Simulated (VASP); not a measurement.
# MgO (Fm-3m) in VASP: vibrations by perturbation theory with LDA

Aim: the vibrations by perturbation theory of MgO with LDA.

Program: VASP 6.6.1. These are calculated values, not measurements. Logs are shortened: lines on timing, memory, paths and dates and some standing lists are left out, and cuts for length are marked.

### 1 The cell of the first run

It takes space group Fm-3m (No. 225, cubic). The conventional cell has a = 3.937 Å, b = 3.937 Å, c = 3.937 Å, α = 90.00°, β = 90.00°, γ = 90.00°. Within 2.6 Å of Mg (site symmetry m-3m) lie 6 O at 1.97 Å. Within 2.6 Å of O (site symmetry m-3m) lie 6 Mg at 1.97 Å.

### 2 Vibrations by perturbation theory, LDA

File INCAR:

```
SYSTEM = MgO
  PREC = Accurate
  ENCUT = 520
  EDIFF = 1E-8
  ISMEAR = 0
  SIGMA = 0.01
  LREAL = .False.
  LASPH = .True.
  NELM = 80
  ALGO = Normal
  ISIF = 2
  LWAVE = .False.
  LCHARG = .False.
  GGA = CA
  NBANDS = 11
  IBRION = 8
  NSW = 1
  LEPSILON = .True.
```

File KPOINTS:

```
Automatic mesh
0
Gamma
  10 10 10
  0 0 0
```

File POSCAR:

```
MgO
1.0
    0.0000000000      1.9684291237      1.9684291237
    1.9684291237      0.0000000000      1.9684291237
    1.9684291237      1.9684291237      0.0000000000
Mg O
1 1
Direct
    0.0000000000      0.0000000000      0.0000000000
    0.5000000000      0.5000000000      0.5000000000
```

Potentials or basis: VASP PAW LDA potentials, release 64 (Mg, O).

Command:

```
$ cat potpaw_LDA.64/Mg/POTCAR potpaw_LDA.64/O/POTCAR > POTCAR
$ mpirun -np 1 vasp_std > vasp.out
```

OUTCAR:

```text
SYSTEM = MgO
   PREC = Accurate
   ENCUT = 520
   EDIFF = 1E-8
   ISMEAR = 0
   LREAL = .False.
   LASPH = .True.
   NELM = 80
   ISIF = 2
   GGA = CA
   IBRION = 8
   NSW = 1
   LEPSILON = .True.

 ion  position               nearest neighbor table
   1  0.000  0.000  0.000-   2 1.97   2 1.97   2 1.97   2 1.97   2 1.97   2 1.97
   2  0.500  0.500  0.500-   1 1.97   1 1.97   1 1.97   1 1.97   1 1.97   1 1.97

  LATTYP: Found a face centered cubic cell.
 ALAT       =     3.9368582474

  Lattice vectors:

 A1 = (   0.0000000000,   1.9684291237,   1.9684291237)
 A2 = (   1.9684291237,   0.0000000000,   1.9684291237)
 A3 = (   1.9684291237,   1.9684291237,   0.0000000000)

Analysis of symmetry for initial positions (statically):
=====================================================================
 Subroutine PRICEL returns:
 Original cell was already a primitive cell.

 Routine SETGRP: Setting up the symmetry group for a
 face centered cubic supercell.

 Subroutine GETGRP returns: Found 48 space group operations
 (whereof 48 operations were pure point group operations)
 out of a pool of 48 trial point group operations.

The static configuration has the point symmetry O_h .

Analysis of symmetry for dynamics (positions and initial velocities):
=====================================================================
 Subroutine PRICEL returns:
 Original cell was already a primitive cell.

 Routine SETGRP: Setting up the symmetry group for a
 face centered cubic supercell.

 Subroutine GETGRP returns: Found 48 space group operations
 (whereof 48 operations were pure point group operations)
 out of a pool of 48 trial point group operations.

The dynamic configuration has the point symmetry O_h .

 Subroutine INISYM returns: Found 48 space group operations
 (whereof 48 operations are pure point group operations),
 and found     1 'primitive' translations

----------------------------------------------------------------------------------------

                                     Primitive cell

  volume of cell :      15.2542

  direct lattice vectors                    reciprocal lattice vectors
     0.000000000  1.968429124  1.968429124    -0.254009654  0.254009654  0.254009654
     1.968429124  0.000000000  1.968429124     0.254009654 -0.254009654  0.254009654
     1.968429124  1.968429124  0.000000000     0.254009654  0.254009654 -0.254009654

  length of vectors
     2.783779163  2.783779163  2.783779163     0.439957626  0.439957626  0.439957626

  position of ions in fractional coordinates (direct lattice)
     0.000000000  0.000000000  0.000000000
     0.500000000  0.500000000  0.500000000

  ion indices of the primitive-cell ions
   primitive index   ion index
                 1           1
                 2           2

----------------------------------------------------------------------------------------

 KPOINTS: Automatic mesh

Automatic generation of k-mesh.
 Grid dimensions read from file:
 generate k-points for:   10   10   10

 Generating k-lattice:

  Cartesian coordinates                     Fractional coordinates (reciprocal lattice)
    -0.025400965  0.025400965  0.025400965     0.100000000  0.000000000  0.000000000
     0.025400965 -0.025400965  0.025400965     0.000000000  0.100000000  0.000000000
     0.025400965  0.025400965 -0.025400965     0.000000000  0.000000000  0.100000000

  Length of vectors
     0.043995763  0.043995763  0.043995763

  Shift w.r.t. Gamma in fractional coordinates (k-lattice)
     0.000000000  0.000000000  0.000000000

 Subroutine IBZKPT returns following result:
[... 446 lines left out ...]
 -----------------------------------------------------------------------------
  energy-cutoff  :      520.00
  volume of cell :       15.25
      direct lattice vectors                 reciprocal lattice vectors
     0.000000000  1.968429124  1.968429124    -0.254009654  0.254009654  0.254009654
     1.968429124  0.000000000  1.968429124     0.254009654 -0.254009654  0.254009654
     1.968429124  1.968429124  0.000000000     0.254009654  0.254009654 -0.254009654

 POSITION                                       TOTAL-FORCE (eV/Angst)
 -----------------------------------------------------------------------------------
      0.00000      0.00000      0.00000         0.000000      0.000000      0.000000
      1.96843      1.96843      1.96843         0.000000      0.000000      0.000000
 -----------------------------------------------------------------------------------
    total drift:                               -0.000000     -0.000000      0.000000

  FREE ENERGIE OF THE ION-ELECTRON SYSTEM (eV)
  ---------------------------------------------------
  free  energy   TOTEN  =       -13.1737333348 eV

  energy  without entropy=      -13.1737333348  energy(sigma->0) =      -13.17373333

 HEAD OF MICROSCOPIC STATIC DIELECTRIC TENSOR (INDEPENDENT PARTICLE, excluding Hartree and local field effects)
 ------------------------------------------------------
           3.063573     0.000000    -0.000000
          -0.000000     3.063573     0.000000
           0.000000     0.000000     3.063573
 ------------------------------------------------------

 Free energy of the ion-electron system (eV)
  ---------------------------------------------------
  ---------------------------------------------------
  free energy    TOTEN  =        -0.08791128 eV

  energy without entropy =       -0.08791128

------------------------ aborting loop because EDIFF is reached ----------------------------------------

--------------------------------------- Ionic step        2  -------------------------------------------

------------------------ aborting loop because EDIFF is reached ----------------------------------------

--------------------------------------- Ionic step        3  -------------------------------------------

------------------------ aborting loop because EDIFF is reached ----------------------------------------

 PIEZOELECTRIC TENSOR FIELD DIRECTION 3  (e Angst)
 -----------------------------------------------------------------------------
    -0.00014  0.00000  0.00000           ( -0.00001  0.00000  0.00000)
     0.00000 -0.00014  0.00000           (  0.00000 -0.00001  0.00000)
     0.00000  0.00000 -0.00017           (  0.00000  0.00000 -0.00001)

 PIEZOELECTRIC TENSOR FIELD DIRECTION 3  (C/m^2)
 -----------------------------------------------------------------------------
    -0.00015  0.00000  0.00000
     0.00000 -0.00015  0.00000
     0.00000  0.00000 -0.00018

--------------------------------------- Ionic step        4  -------------------------------------------

------------------------ aborting loop because EDIFF is reached ----------------------------------------

[... ionic steps 5 to 6 ...]

--------------------------------------- Ionic step        7  -------------------------------------------

 Free energy of the ion-electron system (eV)
  ---------------------------------------------------
  ---------------------------------------------------
  free energy    TOTEN  =        -0.35198045 eV

  energy without entropy =       -0.35198045

------------------------ aborting loop because EDIFF is reached ----------------------------------------

 INTERNAL STRAIN TENSOR  FOR ION    2  DIRECTION 1   (eV/Angst):
 -----------------------------------------------------------------------------
    -0.00531 -0.00000  0.00000
    -0.00000  0.00707 -0.00000
     0.00000 -0.00000  0.00707

 MACROSCOPIC STATIC DIELECTRIC TENSOR (including local field effects in DFT)
 ------------------------------------------------------
           2.957071     0.000000    -0.000000
           0.000000     2.957071    -0.000000
          -0.000000    -0.000000     2.957071
 ------------------------------------------------------

 PIEZOELECTRIC TENSOR (including local field effects)  for field in x, y, z        (e  Angst)
          XX          YY          ZZ          XY          YZ          ZX
  --------------------------------------------------------------------------------
  x     0.00000     0.00000     0.00000     0.00000     0.00000     0.00000
  y     0.00000     0.00000     0.00000     0.00000     0.00000     0.00000
  z     0.00000     0.00000     0.00000     0.00000     0.00000     0.00000

 PIEZOELECTRIC TENSOR (including local field effects)  for field in x, y, z        (C/m^2)
          XX          YY          ZZ          XY          YZ          ZX
  --------------------------------------------------------------------------------
  x     0.00000     0.00000     0.00000     0.00000     0.00000     0.00000
  y     0.00000     0.00000     0.00000     0.00000     0.00000     0.00000
  z     0.00000     0.00000     0.00000     0.00000     0.00000     0.00000

 BORN EFFECTIVE CHARGES (including local field effects) (in |e|, cummulative output)
 ---------------------------------------------------------------------------------
 ion    1
    1     1.88816     0.00000    -0.00000
    2     0.00000     1.88816     0.00000
    3     0.00000    -0.00000     1.88816
 ion    2
    1    -1.88816    -0.00000     0.00000
    2    -0.00000    -1.88816     0.00000
    3     0.00000     0.00000    -1.88816

 INTERNAL STRAIN TENSOR FOR ION    2 for displacements in x,y,z  (eV/Angst):
          X           Y           Z          XY          YZ          ZX
  --------------------------------------------------------------------------------
  x     0.00000     0.00000     0.00000     0.00000     0.00000     0.00000
  y     0.00000     0.00000     0.00000     0.00000     0.00000     0.00000
  z     0.00000     0.00000     0.00000     0.00000     0.00000     0.00000

 SECOND DERIVATIVES (NOT SYMMETRIZED)
 ------------------------------------
               1X          1Y          1Z          2X          2Y          2Z
  1X   -11.994140    0.000000    0.000000   11.994140    0.000000    0.000000
  1Y     0.000000  -11.994140    0.000000    0.000000   11.994140    0.000000
  1Z     0.000000    0.000000  -11.994140    0.000000    0.000000   11.994140
  2X    12.000348    0.000000    0.000000  -12.000348    0.000000    0.000000
  2Y     0.000000   12.000348    0.000000    0.000000  -12.000348    0.000000
  2Z     0.000000    0.000000   12.000348    0.000000    0.000000  -12.000348

 Eigenvectors and eigenvalues of the dynamical matrix
 ----------------------------------------------------

   1 f  =   17.433103 THz   109.535418 2PiTHz  581.505732 cm-1    72.097490 meV
             X         Y         Z           dx          dy          dz
      0.000000  0.000000  0.000000     0.000000    0.000000   -0.629960
      1.968429  1.968429  1.968429     0.000000    0.000000    0.776628
[... 21 lines left out ...]
   6 f/i=    0.002207 THz     0.013865 2PiTHz    0.073606 cm-1     0.009126 meV
             X         Y         Z           dx          dy          dz
      0.000000  0.000000  0.000000    -0.000351   -0.295978    0.718017
      1.968429  1.968429  1.968429    -0.000285   -0.240081    0.582417

--------------------------------------------------------------------------------------------------------

 MACROSCOPIC STATIC DIELECTRIC TENSOR IONIC CONTRIBUTION
 ------------------------------------------------------
           3.525101     0.000000    -0.000000
           0.000000     3.525101    -0.000000
          -0.000000    -0.000000     3.525101
 ------------------------------------------------------

 ELASTIC MODULI CONTR FROM IONIC RELAXATION (kBar)
 Direction    XX          YY          ZZ          XY          YZ          ZX
 --------------------------------------------------------------------------------
 XX           0.0000      0.0000      0.0000      0.0000      0.0000      0.0000
 YY           0.0000      0.0000      0.0000      0.0000      0.0000      0.0000
 ZZ           0.0000      0.0000      0.0000      0.0000      0.0000      0.0000
 XY           0.0000      0.0000      0.0000      0.0000      0.0000      0.0000
 YZ           0.0000      0.0000      0.0000      0.0000      0.0000      0.0000
 ZX           0.0000      0.0000      0.0000      0.0000      0.0000      0.0000
 --------------------------------------------------------------------------------

 PIEZOELECTRIC TENSOR IONIC CONTR  for field in x, y, z        (C/m^2)
          XX          YY          ZZ          XY          YZ          ZX
  --------------------------------------------------------------------------------
  x     0.00000     0.00000     0.00000     0.00000     0.00000     0.00000
  y     0.00000     0.00000     0.00000     0.00000     0.00000     0.00000
  z     0.00000     0.00000     0.00000     0.00000     0.00000     0.00000
```

Run time: 2.4 min. Hardware: 1 thread of Intel Xeon 8259CL, shared host; peak memory 0.18 GiB.

What came out:

```
Electronic dielectric tensor (diagonal)                 : 2.96
Born charges (mean of the diagonal)                     : Mg +1.89; O -1.89 e
Highest phonon frequency at Γ, LO-TO splitting left out : 582 cm⁻¹
```

Phonon frequencies in cm⁻¹ (negative: imaginary):
```tsv
q point	frequencies
(0.000, 0.000, 0.000)	0 0 0 582 582 582
```

Electronic dielectric tensor:
```
2.96 0.00 0.00
0.00 2.96 0.00
0.00 0.00 2.96
```

Born effective charge tensors (e):
atom 1, Mg
```
1.89 0.00 0.00
0.00 1.89 0.00
0.00 0.00 1.89
```
atom 2, O
```
-1.89  0.00  0.00
 0.00 -1.89  0.00
 0.00  0.00 -1.89
```

Caveat: the cell stands under pressure or tension, which shifts response properties.
